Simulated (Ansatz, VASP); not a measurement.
# Ti5Si: VASP beside Ansatz

```
CELL_PARAMETERS angstrom
2.52284 1.45656 4.44090
-2.52284 1.45656 4.44090
0.00000 -2.91312 4.44090
ATOMIC_POSITIONS crystal
Ti 0.15144 0.15144 0.15144
Ti 0.60535 0.39465 0.00000
Ti 0.00000 0.60535 0.39465
Ti 0.84856 0.84856 0.84856
Ti 0.39465 0.00000 0.60535
Si 0.50000 0.50000 0.50000
```

Alike in both runs: task single point; functional PBE; k mesh 6 × 6 × 6; occupations gaussian, width 0.1 eV; collinear spin.

|  | VASP | Ansatz |
| --- | --- | --- |
| version | VASP 6.6.1 | Ansatz 0.2.0 |
| potentials or method | VASP PAW PBE potentials, release 64 (Ti_sv, Si), cutoff 520 eV | scalar-relativistic, plane waves, PAW |
| valence electrons in the cell | 64 | 64 |

|  | VASP | Ansatz | Ansatz less VASP |
| --- | --- | --- | --- |
| gap on the k mesh at the Fermi level (eV) | none | none | - |
| pressure (GPa) | -0.1 | 0.0 | +0.18 |
| traceless stress, the component that is largest in VASP (GPa) | -0.11 | -0.10 | +0.010 |
| rms of the force components (eV/Å) | 0.015 | 0.015 | 0.0000 |
| net moment per atom (μB) | 0.00 | 0.00 | 0.000 |

Atom by atom the forces differ by 0.000 eV/Å (rms over components). A gap of «none» marks a metal or a gap that the smearing closes. Ansatz's warnings: seeded moment not kept.
